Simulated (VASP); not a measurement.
The system is Cu.

```
Cu
1.0
     0.00000    1.80748    1.80748
     1.80748    0.00000    1.80748
     1.80748    1.80748    0.00000
Cu
1
Direct
  0.00000 0.00000 0.00000
```

| Item | Value |
| --- | --- |
| Program | VASP 6.6.1 |
| Task | relaxation of cell and atoms |
| Functional | LDA |
| Potentials or basis | VASP PAW LDA potentials, release 64 (Cu) |
| Cutoff | 600 eV |
| k mesh | 15 × 15 × 15 |
| Occupations | fermi-dirac, width 0.1 eV |
| Spin | no spin polarisation |

At the start: pressure -11.7 GPa; volume 11.81 Å³/atom.

Problem. Where does the relaxation end?

Solution. Over 3 steps the energy falls by 34.8 meV/atom and the volume is 10.94 Å³/atom (-7.4 %); space group Fm-3m (No. 225, to 0.05 Å).

The path:
```
step  energy change (eV)  largest force (eV/Å)  pressure (GPa)  volume (Å³)
   1              0.0000                0.0000          -11.74        11.81
   2             -0.0178                0.0000           10.60        10.39
   3             -0.0348                0.0000           -0.08        10.94
```

Final structure:
```yaml
crystal:
  lattice:
    - [0.00000, 1.76174, 1.76174]
    - [1.76174, 0.00000, 1.76174]
    - [1.76174, 1.76174, 0.00000]
  atoms:
    - { symbol: Cu, position: [0.00000, 0.00000, 0.00000] }
```
